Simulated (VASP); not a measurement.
**AlCo: vibrations by perturbation theory with PBE**

The system is AlCo.

```
CELL_PARAMETERS angstrom
2.85415 0.00000 0.00000
0.00000 2.85415 0.00000
0.00000 0.00000 2.85415
ATOMIC_POSITIONS crystal
Al 0.00000 0.00000 0.00000
Co 0.50000 0.50000 0.50000
```

```yaml
Program: VASP 6.6.1
Task: vibrations by perturbation theory
Functional: PBE
Potentials_or_basis: VASP PAW PBE potentials, release 64 (Al, Co)
Cutoff: 520 eV
k_mesh: 14 × 14 × 14
Occupations: fermi-dirac, width 0.15 eV
Spin: no spin polarisation
Dipole_correction: no
Further_INCAR_settings: ALGO = Normal; EDIFF = 1e-08; NBANDS = 13; IBRION = 8; NSW = 1
```

```json
{"Highest phonon frequency at Γ, LO-TO splitting left out": "326 cm⁻¹"}
```

Phonon frequencies in cm⁻¹ (negative: imaginary):
```
              q point        frequencies
(0.000, 0.000, 0.000)  0 0 0 326 326 326
```

Wall time 2.5 min on 1 thread of Intel(R) Xeon(R) 6975P-C (Granite Rapids) (shared host), peak memory 0.33 GiB.

Spin polarisation is off, so any magnetic state and its effect on volume and gap are missing.
